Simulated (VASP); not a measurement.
# GaP: single point with r2SCAN-based global hybrid with 25 % exact exchange

**What was measured.**

From “Stacking defects in GaP nanowires: Electronic structure and optical properties”, 2018, arxiv:1810.01194, for a bulk crystal of GaP at 10 K: band gap 2.34 eV (indirect).

The system is GaP.

```
CELL_PARAMETERS angstrom
0.00000 2.72525 2.72525
2.72525 0.00000 2.72525
2.72525 2.72525 0.00000
ATOMIC_POSITIONS crystal
Ga 0.00000 0.00000 0.00000
P 0.75000 0.75000 0.75000
```

- Program: VASP 6.6.1
- Task: single point
- Functional: r2SCAN-based global hybrid with 25 % exact exchange
- Potentials or basis: VASP PAW PBE potentials, release 64 (Ga_d, P)
- Cutoff: 520 eV
- k mesh: 5 × 5 × 5
- Occupations: fermi-dirac, width 0.05 eV
- Spin: no spin polarisation

```
Pressure               : -1.0 GPa
Band gap on the k mesh : 3.13 eV (least direct gap 3.78 eV)
```

Levels at points of the mesh, in eV from the valence-band top:
| k point | band 6 | band 7 | band 8 | band 9 | band 10 | band 11 | band 12 | band 13 |
| --- | --- | --- | --- | --- | --- | --- | --- | --- |
| (0.00, 0.00, 0.00) | -14.18 | 0.00 | 0.00 | 0.00 | 3.78 | 5.66 | 5.66 | 5.66 |

Wall time 47 min on 1 thread of AMD EPYC 7R43 64-Core Processor (Zen 3), with other jobs on the host, peak memory 0.14 GiB.

Measured gap of GaP: 2.34 eV (indirect; 10 K; quoted in “Stacking defects in GaP nanowires: Electronic structure and optical properties”, 2018, arxiv:1810.01194). This calculation gives 3.13 eV (+0.79 eV). Spin-orbit coupling on Ga is left out. The value is that of r2SCAN-based global hybrid with 25 % exact exchange on a finite k mesh, which can miss the band edges, without temperature or zero-point motion.

Caveat: the PAW data sets were made with another functional, which shifts forces and pressure a little; an odd mesh through Γ misses points on the zone boundary, where band edges can lie.
